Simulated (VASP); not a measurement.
# B16N17 (a cell with a defect) in VASP: notebook, part 3 of 3

VASP 6.6.1. Earlier steps stand in the parts before.

**5. Single point, PBE+D3(BJ), collinear spin**

INCAR reads:

```
SYSTEM = B16N17
ALGO     = Normal         ! electronic algorithm
EDIFF    = 1E-6           ! SCF threshold, eV
ENCUT    = 520            ! plane-wave cutoff, eV
GGA      = PE             ! functional
ISIF     = 2              ! what is computed and relaxed
ISMEAR   = 0              ! smearing method
ISPIN    = 2              ! spin polarisation
IVDW     = 12             ! dispersion correction
LASPH    = .True.         ! aspherical terms in the spheres
LCHARG   = .False.        ! write CHGCAR
LORBIT   = 11             ! projections on sites
LREAL    = Auto         
LWAVE    = .False.        ! write WAVECAR
MAGMOM   = 0 0 0 0 0 0 0 0 0 0 0 0 0 0 0 0 0 0 0 0 0 0 0 0 0 0 0 0 0 0 0 0 0.49 ! initial moments
NBANDS   = 92             ! bands
NELM     = 150            ! most SCF steps
PREC     = Accurate       ! precision mode
SIGMA    = 0.02           ! smearing width, eV
```

KPOINTS reads:

```
Automatic mesh
0
Gamma
  2 2 2
  0.5 0.5 0.5
```

POSCAR reads:

```
B16N17
1.0
   -5.0122276274      2.8938109699      3.2948837584
    0.0000000000     -5.7876219398      3.2948837584
    5.0122276274      2.8938109699      3.2948837584
B N
16 17
Direct
    0.2403420393      0.7411026797      0.9900348464
    0.4933108566      0.4935470149      0.9926149956
    0.7506915361      0.2506070600      1.0012172690
    0.9865996499      0.7378520778      0.2375255298
    0.9981748897      0.9980756996      0.9981579312
    0.2317706234      0.4830938957      0.2321874041
    0.4921442683      0.2435405716      0.2420051898
    0.7336270329      0.7358727932      0.4870869529
    0.7505796736      0.9985810642      0.2488718129
    0.9907086768      0.4911810863      0.4908253542
    0.2422178867      0.2442201665      0.4923743227
    0.4993919407      0.7502053470      0.7487597054
    0.5141479384      1.0251251212      0.5148953106
    0.7544005643      0.5019167535      0.7526057536
    1.0009384375      0.2502590773      0.7501838642
    0.2517908492      1.0029327376      0.7535994635
    0.5871298165      0.0883022276      0.3368558679
    0.8243976044      0.8251677827      0.3225909852
    0.0626959397      0.5635356737      0.3130937854
    0.3379785924      0.0905495526      0.5889857480
    0.3157904960      0.3152634487      0.3155909839
    0.6291835887      0.8838916691      0.6296674055
    0.8343987024      0.5802622210      0.5832119859
    0.0841216796      0.0843160872      0.8342294719
    0.0775014647      0.3272441786      0.5772547054
    0.3302631452      0.8323013259      0.8312603438
    0.5871197105      0.5855923153      0.8368623585
    0.8331422900      0.0832717316      0.0830779913
    0.8354426742      0.3345033868      0.8354163386
    0.0753401350      0.8256360555      0.0751857126
    0.3167963346      0.5670383249      0.0656209903
    0.5771896307      0.3274360892      0.0771251512
    0.4962753643      0.6997326374      0.4849089611
```

On the command line:

```console
> cat potpaw_PBE.64/B/POTCAR potpaw_PBE.64/N/POTCAR > POTCAR
> mpirun -np 1 vasp_std > vasp.out
```

Run time: 8.5 min. Hardware: 1 thread of Oxide Virtual Turin-like, shared host; peak memory 0.5 GiB.

Results (log left out):

```yaml
Free_energy: -289.0227 eV
Pressure: 1.1 GPa
Largest_force: 0.215 eV/Å
Band_gap_on_the_k_mesh: 0.41 eV
Net_moment: 1.00 μB per cell
Site_moments: B -0.00, +0.00, -0.01, +0.01 (each value once); N +0.03, +0.01, +0.06, +0.02, +0.00, +0.05, +0.43 (each value once) μB
Valence_electrons_inside_the_program's_atomic_spheres: B 2.17, 2.14, 2.12, 2.09, 2.13 (each value once); N 4.01, 4.02, 3.88, 4.03, 3.64 (each value once)
Dispersion_energy_per_atom: -0.145 eV
```

Forces in eV/Å, atoms in the order of the input:
```
B   -0.013 -0.004 -0.009
B   -0.011 -0.003  0.006
B   -0.003 -0.002  0.003
B    0.003 -0.003 -0.009
B   -0.001  0.003  0.001
B   -0.003  0.000 -0.002
B   -0.006 -0.003 -0.001
B   -0.021 -0.003  0.054
B    0.002 -0.003 -0.016
B    0.003 -0.004  0.005
B   -0.002  0.001 -0.002
B   -0.045 -0.014 -0.161
B   -0.014 -0.013  0.023
B    0.002  0.004  0.000
B    0.001  0.002  0.008
B   -0.002  0.000 -0.018
N   -0.002  0.001 -0.010
N    0.013  0.004 -0.038
N    0.000  0.001  0.019
N   -0.010  0.006 -0.012
N    0.000 -0.003  0.012
N   -0.026 -0.025  0.207
N   -0.006 -0.007 -0.003
N   -0.004 -0.001  0.007
N   -0.008 -0.003 -0.002
N   -0.022 -0.004 -0.063
N   -0.008  0.002 -0.023
N    0.000  0.002  0.006
N   -0.006  0.000  0.006
N   -0.005 -0.001  0.002
N   -0.002 -0.004  0.013
N   -0.004  0.000  0.006
N    0.200  0.077 -0.012
```

Stress tensor (GPa, compression positive):
```
 0.48 -0.41 -0.18
-0.41  1.47 -0.01
-0.18 -0.01  1.44
```

Levels at points of the mesh, in eV from the valence-band top:
Spin up:
| k point | band 65 | band 66 | band 67 | band 68 | band 69 | band 70 |
| --- | --- | --- | --- | --- | --- | --- |
| (0.25, 0.25, 0.25) | -1.26 | -0.47 | -0.13 | 4.17 | 4.52 | 4.74 |
Spin down:
```tsv
k point	band 63	band 64	band 65	band 66	band 67	band 68	band 69	band 70
(0.25, 0.25, 0.25)	-1.40	-1.33	-1.21	0.00	0.48	4.24	4.60	4.76
```

**6. Overview**

| cell | gap on the mesh (eV) | pressure (GPa) | moment (μB) | largest force (eV/Å) |
| --- | --- | --- | --- | --- |
| as given, atomic positions A | 0.31 | 1.0 | 1.00 | 0.15 |
| as given, atomic positions B | 0.98 | 2.1 | 1.00 | 0.12 |
| as given, atomic positions C | 0.41 | 1.1 | 1.00 | 0.21 |

Alike in all rows: task single point; level PBE+D3(BJ); potentials or basis VASP PAW PBE potentials, release 64 (B, N); spin collinear; k mesh 2 × 2 × 2, shifted; cutoff (eV) 520; smearing gaussian 0.02 eV.

Absolute energies hang on the potentials; compare differences alone.
